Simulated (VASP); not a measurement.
# SiP5 in VASP: notebook, part 2 of 2

VASP 6.6.1.

### Step 4. Single point, PBE

This run uses another cell than the first one, of 16.68 Å³/atom.

INCAR

```
SYSTEM = SiP5
  ALGO = Normal
  EDIFF = 1E-7
  ENCUT = 520
  GGA = PE
  ISIF = 2
  ISMEAR = 0
  LASPH = .True.
  LCHARG = .False.
  LREAL = .False.
  LWAVE = .False.
  NBANDS = 41
  NELM = 80
  PREC = Accurate
  SIGMA = 0.2
```

KPOINTS

```
k-points
0
Gamma
  4 4 4
  0 0 0
```

POSCAR

```
SiP5
1.0
   -5.9594414674     -0.0006625038     -0.0169141617
   -2.9791937049      5.1872813153     -0.0045926102
   -1.9607766628     -0.0046258418     -6.4815195258
Si P
2 10
Direct
    0.4916571494      1.0002155764      0.5202798226
    0.9914340486      1.0001704622      0.0202426644
    0.3365840734      0.3336041385      0.9928020611
    0.8362979463      0.3338100761      0.4930881567
    0.3916509551      0.6740110897      0.8238422449
    0.8916862416      0.6742719237      0.3236973537
    0.6701436125      0.6663396445      0.9928075063
    0.1699944040      0.6666546404      0.4928778992
    0.0660056787      0.3255273004      0.8237350804
    0.5662572014      0.3256619070      0.3234385874
    0.7192371347      0.9997108744      0.8212954439
    0.2190515540      1.0000223665      0.3218931792
```

Potentials or basis: VASP PAW PBE potentials, release 64 (Si, P).

Run with:

```console
cat potpaw_PBE.64/Si/POTCAR potpaw_PBE.64/P/POTCAR > POTCAR
mpirun -np 1 vasp_std > vasp.out
```

OUTCAR:

```text
SYSTEM = SiP5
   EDIFF = 1E-7
   ENCUT = 520
   GGA = PE
   ISIF = 2
   ISMEAR = 0
   LASPH = .True.
   LREAL = .False.
   NELM = 80
   PREC = Accurate

 ion  position               nearest neighbor table
   1  0.492  0.000  0.520-   6 2.35  10 2.35  12 2.39  11 2.76   9 2.76   5 2.77
   2  0.991  0.000  0.020-   9 2.35   5 2.35  11 2.39  10 2.76  12 2.76   6 2.77
   3  0.337  0.334  0.993-   9 2.26  11 2.26   5 2.31  10 2.93  12 2.94   6 2.94
   4  0.836  0.334  0.493-  10 2.26  12 2.26   6 2.31   9 2.93  11 2.94   5 2.94
   5  0.392  0.674  0.824-   7 2.25   3 2.31   2 2.35   1 2.77   8 2.93   4 2.94
[... 1296 lines left out ...]
  energy-cutoff  :      520.00
  volume of cell :      200.21
      direct lattice vectors                 reciprocal lattice vectors
    -5.959441467 -0.000662504 -0.016914162    -0.167934629 -0.096404286  0.050872060
    -2.979193705  5.187281315 -0.004592610    -0.000021057  0.192767001 -0.000131207
    -1.960776663 -0.004625842 -6.481519526     0.000438257  0.000114988 -0.154417471

 POSITION                                       TOTAL-FORCE (eV/Angst)
 -----------------------------------------------------------------------------------
     -3.95080     -0.00161     -3.38052        -0.001858      0.006627      0.036059
     -5.94859      0.00013     -0.14797        -0.000167     -0.001247      0.030354
     -4.94639      1.72568     -6.44209         0.009110      0.000243      0.055397
     -6.94519      1.72873     -3.21164         0.004924      0.003974      0.065515
     -5.95740      3.49221     -5.34947        -0.022129     -0.015539     -0.045836
     -7.95744      3.49555     -2.11623        -0.020751     -0.022177     -0.053311
     -7.92551      3.45145     -6.44930         0.011535      0.011797      0.057579
     -3.96559      3.45573     -3.20053         0.011847      0.000167      0.062223
     -2.97833      1.68475     -5.34167        -0.020632      0.009031     -0.043492
     -4.97898      1.68743     -2.10745        -0.011940      0.008055     -0.060749
     -8.87496      5.18151     -5.34000         0.017943      0.001511     -0.058793
     -1.93665     -0.00152     -2.09006         0.022119     -0.002443     -0.044945
 -----------------------------------------------------------------------------------
    total drift:                               -0.000118     -0.000008      0.000501

  FREE ENERGIE OF THE ION-ELECTRON SYSTEM (eV)
  ---------------------------------------------------
  free  energy   TOTEN  =       -64.3541311792 eV

  energy  without entropy=      -64.3048184563  energy(sigma->0) =      -64.32947482
```

OSZICAR:

```text
N       E                     dE             d eps       ncg     rms          rms(c)
DAV:   1     0.194336360566E+03    0.19434E+03   -0.24400E+04  2952   0.122E+03
DAV:   2    -0.480752703069E+02   -0.24241E+03   -0.23185E+03  3626   0.193E+02
DAV:   3    -0.643153111782E+02   -0.16240E+02   -0.15893E+02  3806   0.465E+01
DAV:   4    -0.646550217373E+02   -0.33971E+00   -0.33756E+00  3840   0.762E+00
DAV:   5    -0.646608342654E+02   -0.58125E-02   -0.58070E-02  3822   0.980E-01    0.156E+01
DAV:   6    -0.644188789957E+02    0.24196E+00   -0.25955E-01  3767   0.203E+00    0.934E+00
DAV:   7    -0.643566550865E+02    0.62224E-01   -0.33440E-01  3654   0.218E+00    0.554E-01
DAV:   8    -0.643537181659E+02    0.29369E-02   -0.50157E-02  3526   0.929E-01    0.465E-01
DAV:   9    -0.643539355021E+02   -0.21734E-03   -0.38114E-03  3768   0.232E-01    0.264E-01
DAV:  10    -0.643540473021E+02   -0.11180E-03   -0.57124E-04  3815   0.961E-02    0.105E-01
DAV:  11    -0.643541235201E+02   -0.76218E-04   -0.26113E-04  3663   0.696E-02    0.250E-02
DAV:  12    -0.643541278299E+02   -0.43099E-05   -0.44857E-05  3583   0.266E-02    0.193E-02
DAV:  13    -0.643541314235E+02   -0.35936E-05   -0.12369E-05  3655   0.143E-02    0.558E-03
DAV:  14    -0.643541311685E+02    0.25504E-06   -0.19405E-06  3598   0.611E-03    0.516E-03
DAV:  15    -0.643541311792E+02   -0.10777E-07   -0.49186E-07  3534   0.235E-03
   1 F= -.64354131E+02 E0= -.64329475E+02  d E =-.493127E-01
```

stdout:

```text
POSCAR found type information on POSCAR SiP
 POSCAR found :  2 types and      12 ions
 scaLAPACK will be used
 LDA part: xc-table for (Slater+PW92), standard interpolation
 POSCAR, INCAR and KPOINTS ok, starting setup
 FFT: planning ... GRIDC
 FFT: planning ... GRID_SOFT
 FFT: planning ... GRID
 WAVECAR not read
 entering main loop
```

It took 4.1 min on 1 thread of Intel Xeon 6975P-C (Granite Rapids), shared host; peak memory 0.44 GiB.

Results:

```
Free energy            : -64.3541 eV
Pressure               : -0.2 GPa
Largest force          : 0.066 eV/Å
Band gap on the k mesh : zero (bands 29 and 30 overlap by 1.66 eV)
```

Forces in eV/Å, atoms in the order of the input:
```
Si  -0.002  0.007  0.036
Si   0.000 -0.001  0.030
P    0.009  0.000  0.055
P    0.005  0.004  0.066
P   -0.022 -0.016 -0.046
P   -0.021 -0.022 -0.053
P    0.012  0.012  0.058
P    0.012  0.000  0.062
P   -0.021  0.009 -0.043
P   -0.012  0.008 -0.061
P    0.018  0.002 -0.059
P    0.022 -0.002 -0.045
```

### Step 5. The runs side by side

| task | cell | k mesh | cutoff (eV) | gap on the mesh (eV) | pressure (GPa) | largest force (eV/Å) |
| --- | --- | --- | --- | --- | --- | --- |
| single point | a = 5.975, b = 5.994, c = 6.696 Å, angles 81.5, 72.7, 60.1°, 12 atoms, atomic positions A | 4 × 4 × 4 | 520 | none | -0.2 | 0.07 |
| relaxation of cell and atoms | relaxed from a = 5.981, b = 5.981, c = 4.070 Å, angles 104.2, 104.2, 120.0°, 6 atoms, atomic positions B | 4 × 4 × 5 | 600 | none | 0.0 | 0.06 |
| single point | a = 5.959, b = 5.982, c = 6.772 Å, angles 81.7, 73.0, 60.1°, 12 atoms, atomic positions C | 4 × 4 × 4 | 520 | none | -0.2 | 0.07 |

Alike in all rows: level PBE; potentials or basis VASP PAW PBE potentials, release 64 (Si, P); no spin polarisation; smearing gaussian 0.2 eV.

Caveats: an odd number of electrons without spin polarisation forces a metal (at least some runs); a magnetic or distorted state may lie lower (at least some runs); the relaxation stopped at a loose force limit of 0.08 eV/Å, so its end isn't a converged minimum (at least some runs).

Total energies depend on the potentials used, so only differences within one code and one set of settings carry meaning.
